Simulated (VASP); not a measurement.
# CoO (P3m1) in VASP: a series of runs

Runs on CoO. Level: PBEsol. Tasks: single point.

Program: VASP 6.6.1. These are calculated values, not measurements. Logs are shortened: lines on timing, memory, paths and dates and some standing lists are left out, and cuts for length are marked.

## (1) The cell of the first run

The typed cell holds 4 atoms: a = 3.198 Å, b = 3.198 Å, c = 5.229 Å, α = 90.00°, β = 90.00°, γ = 120.00°.

## (2) Single point, PBEsol, collinear spin, antiferromagnetic start

The input, INCAR:

```
SYSTEM = CoO
PREC = Accurate ; ENCUT = 520
EDIFF = 1E-6 ; ISMEAR = 0
SIGMA = 0.1 ; LREAL = .False.
LASPH = .True. ; NELM = 150
ALGO = Normal ; ISIF = 2
LWAVE = .False. ; LCHARG = .True.
ISPIN = 2 ; MAGMOM = -2.3 2.3 0.18 -0.18
LORBIT = 11 ; LMAXMIX = 4
GGA = PS ; LELF = .True.
LVHAR = .True. ; NBANDS = 27
```

The input, KPOINTS:

```
regular mesh
0
Gamma
  1 1 1
  0 0 0
```

The input, POSCAR:

```
CoO
1.0
    3.1976457435      0.0000000000      0.0000000000
   -1.5988228718      2.7692424462      0.0000000000
    0.0000000000      0.0000000000      5.2287097100
Co O
2 2
Direct
    0.0000000000      0.0000000000      0.0034741400
    0.3333333333      0.6666666667      0.5033624100
    0.0000000000      0.0000000000      0.3716088500
    0.3333333333      0.6666666667      0.8715556000
```

Potentials or basis: VASP PAW PBE potentials, release 64 (Co, O).

Started as:

```console
$ cat potpaw_PBE.64/Co/POTCAR potpaw_PBE.64/O/POTCAR > POTCAR
$ mpirun -np 1 vasp_gam > vasp.out
```

OUTCAR:

```text
SYSTEM = CoO
   PREC = Accurate
   ENCUT = 520
   EDIFF = 1E-6
   ISMEAR = 0
   LREAL = .False.
   LASPH = .True.
   NELM = 150
   ISIF = 2
   ISPIN = 2
   LORBIT = 11
   GGA = PS

 ion  position               nearest neighbor table
   1  0.000  0.000  0.003-   3 1.92   4 1.97   4 1.97   4 1.97
   2  0.333  0.667  0.503-   4 1.93   3 1.97   3 1.97   3 1.97
   3  0.000  0.000  0.372-   1 1.92   2 1.97   2 1.97   2 1.97
   4  0.333  0.667  0.872-   2 1.93   1 1.97   1 1.97   1 1.97

  LATTYP: Found a hexagonal cell.
 ALAT       =     3.1976457435
 C/A-ratio  =     1.6351747909

  Lattice vectors:

 A1 = (   3.1976457435,   0.0000000000,   0.0000000000)
 A2 = (  -1.5988228718,   2.7692424462,   0.0000000000)
 A3 = (   0.0000000000,   0.0000000000,   5.2287097100)

Analysis of symmetry for initial positions (statically):
=====================================================================
 Subroutine PRICEL returns:
 Original cell was already a primitive cell.

 Routine SETGRP: Setting up the symmetry group for a
 hexagonal supercell.

 Subroutine GETGRP returns: Found  6 space group operations
 (whereof  6 operations were pure point group operations)
 out of a pool of 24 trial point group operations.

The static configuration has the point symmetry C_3v.

Analysis of symmetry for dynamics (positions and initial velocities):
=====================================================================
 Subroutine PRICEL returns:
 Original cell was already a primitive cell.

 Routine SETGRP: Setting up the symmetry group for a
 hexagonal supercell.

 Subroutine GETGRP returns: Found  6 space group operations
 (whereof  6 operations were pure point group operations)
 out of a pool of 24 trial point group operations.

The dynamic configuration has the point symmetry C_3v.

Analysis of structural, dynamic, and magnetic symmetry:
=====================================================================
 Subroutine PRICEL returns:
 Original cell was already a primitive cell.

 Routine SETGRP: Setting up the symmetry group for a
 hexagonal supercell.

 Subroutine GETGRP returns: Found  6 space group operations
 (whereof  6 operations were pure point group operations)
 out of a pool of 24 trial point group operations.

The overall configuration has the point symmetry C_3v.

 Subroutine INISYM returns: Found  6 space group operations
 (whereof  6 operations are pure point group operations),
 and found     1 'primitive' translations

----------------------------------------------------------------------------------------

                                     Primitive cell

  volume of cell :      46.3005

[... 99 lines left out ...]
 spin polarized calculation
 Gauss-broadening in eV      SIGMA  =   0.10
  energy-cutoff  :      520.00
  volume of cell :       46.30
 maximum number of plane-waves:       619
 NGX is ok and might be reduce to    24
   NGX = 11   NGY = 11   NGZ = 19

 number of electron      30.0000008 magnetization      -0.0280591

 number of electron      30.0000008 magnetization       0.0014438

 Free energy of the ion-electron system (eV)
  ---------------------------------------------------
  ext. energy  EPLUGINS =         0.00000000
  ---------------------------------------------------
  free energy    TOTEN  =       -25.23802334 eV

  energy without entropy =      -25.11237187  energy(sigma->0) =      -25.17519761

 E-fermi :   6.0944     XC(G=0): -11.3483

 val. band max:        6.0286135248   @ k =   0.0000   0.0000   0.0000
 cond. band min:       6.1212898717   @ k =   0.0000   0.0000   0.0000
 fundamental gap:      0.0926763468
 Fermi energy:         6.0944342214

 spin component 1

 k-point     1 :       0.0000    0.0000    0.0000
  band No.  band energies     occupation
      1     -14.0473      1.00000
      2     -13.0434      1.00000
      3      -1.1009      1.00000
      4       0.0524      1.00000
      5       0.0524      1.00000
      6       0.2711      1.00000
[... 19 lines left out ...]
     26      20.8457      0.00000
     27      22.3602      0.00000
 Fermi energy:         6.0944342214

 spin component 2

 k-point     1 :       0.0000    0.0000    0.0000
  band No.  band energies     occupation
      1     -14.0449      1.00000
      2     -13.0454      1.00000
      3      -1.1003      1.00000
      4       0.0569      1.00000
      5       0.0569      1.00000
      6       0.2706      1.00000
[... 19 lines left out ...]
     26      20.8451      0.00000
     27      22.3594      0.00000

------------------------ aborting loop because EDIFF is reached ----------------------------------------

  FORCE on cell =-STRESS in cart. coord.  units (eV):
  Direction    XX          YY          ZZ          XY          YZ          ZX
  --------------------------------------------------------------------------------------
  -------------------------------------------------------------------------------------
  Total       -0.6394045     -0.6394045     -4.9069843      0.0000000      0.0000000      0.0000000
  in kB      -22.1258736    -22.1258736   -169.8006656      0.0000000      0.0000000      0.0000000
  external PRESSURE =     -71.3508042 kB  Pullay stress =       0.0000000 kB

 VOLUME and BASIS-vectors are now :
 -----------------------------------------------------------------------------
  energy-cutoff  :      520.00
  volume of cell :       46.30
      direct lattice vectors                 reciprocal lattice vectors
     3.197645743  0.000000000  0.000000000     0.312730077  0.180554794  0.000000000
    -1.598822872  2.769242446  0.000000000     0.000000000  0.361109588  0.000000000
     0.000000000  0.000000000  5.228709710     0.000000000  0.000000000  0.191251773

 POSITION                                       TOTAL-FORCE (eV/Angst)
 -----------------------------------------------------------------------------------
      0.00000      0.00000      0.01817        -0.000000      0.000000      2.577906
     -0.00000      1.84616      2.63194        -0.000000      0.000000      2.577482
      0.00000      0.00000      1.94303         0.000000      0.000000     -2.579811
     -0.00000      1.84616      4.55711         0.000000     -0.000000     -2.575577
 -----------------------------------------------------------------------------------
    total drift:                               -0.000000     -0.000001     -0.001554

  FREE ENERGIE OF THE ION-ELECTRON SYSTEM (eV)
  ---------------------------------------------------
  free  energy   TOTEN  =       -25.2380233424 eV

  energy  without entropy=      -25.1123718703  energy(sigma->0) =      -25.17519761

 total charge

# of ion       s       p       d       tot
------------------------------------------
    1        0.346   0.262   7.424   8.032
    2        0.346   0.263   7.425   8.033
    3        1.542   3.421   0.000   4.963
    4        1.542   3.421   0.000   4.963
--------------------------------------------------
tot          3.776   7.367  14.849  25.992

 magnetization (x)

# of ion       s       p       d       tot
------------------------------------------
    1       -0.010  -0.030  -1.735  -1.775
    2        0.010   0.030   1.735   1.775
    3        0.012   0.445   0.000   0.457
    4       -0.012  -0.445   0.000  -0.457
--------------------------------------------------
tot         -0.000   0.000   0.000   0.000
```

OSZICAR:

```text
N       E                     dE             d eps       ncg     rms          rms(c)
DAV:   1     0.299094104779E+03    0.29909E+03   -0.14187E+04   108   0.147E+03
DAV:   2     0.412686528255E+00   -0.29868E+03   -0.25798E+03   116   0.349E+02
[... 14 lines left out ...]
DAV:  17    -0.252387680703E+02    0.32360E-02   -0.40807E-04   124   0.166E-01    0.359E-01
DAV:  18    -0.252380896703E+02    0.67840E-03   -0.59485E-04   127   0.249E-01    0.225E-01
DAV:  19    -0.252380272303E+02    0.62440E-04   -0.10677E-04   124   0.133E-01    0.776E-02
DAV:  20    -0.252380217869E+02    0.54434E-05   -0.34403E-05   119   0.558E-02    0.161E-02
DAV:  21    -0.252380228675E+02   -0.10806E-05   -0.20694E-06   103   0.163E-02    0.720E-03
DAV:  22    -0.252380233424E+02   -0.47495E-06   -0.11718E-06    95   0.973E-03
   1 F= -.25238023E+02 E0= -.25175198E+02  d E =-.125651E+00  mag=     0.0026
```

stdout:

```text
POSCAR found type information on POSCAR CoO
 POSCAR found :  2 types and       4 ions
 scaLAPACK will be used
 -----------------------------------------------------------------------------
|                                                                             |
|                                                                             |
|     You enforced a specific xc type in the INCAR file but a different       |
|     I HOPE YOU KNOW WHAT YOU ARE DOING!                                     |
|                                                                             |
 -----------------------------------------------------------------------------

 LDA part: xc-table for (Slater+PW92), standard interpolation
 POSCAR, INCAR and KPOINTS ok, starting setup
 FFT: planning ... GRIDC
 FFT: planning ... GRID_SOFT
 FFT: planning ... GRID
 WAVECAR not read
 entering main loop
```

Run time: 9.5 s. Hardware: 1 thread of Intel Xeon 6975P-C (Granite Rapids), shared host; peak memory 0.16 GiB.

Results:

```
Free energy                                           : -25.2380 eV
Pressure                                              : -7.1 GPa
Largest force                                         : 2.580 eV/Å
Net moment                                            : 0.00 μB per cell
Site moments                                          : Co -1.77, +1.77; O +0.46, -0.46 μB
Valence electrons inside the program's atomic spheres : Co 8.03; O 4.96
```

Forces on the atoms (eV/Å):
```
Co   0.000  0.000  2.578
Co   0.000  0.000  2.577
O    0.000  0.000 -2.580
O    0.000  0.000 -2.576
```

Caveat: the k points lie up to 2.27 Å⁻¹ apart; the PAW data sets were made with another functional, which shifts forces and pressure a little; semilocal functionals often make such compounds metallic where correlation or magnetic order opens a gap, which also shifts bond lengths.

(Part 1 of 2 ends here.)
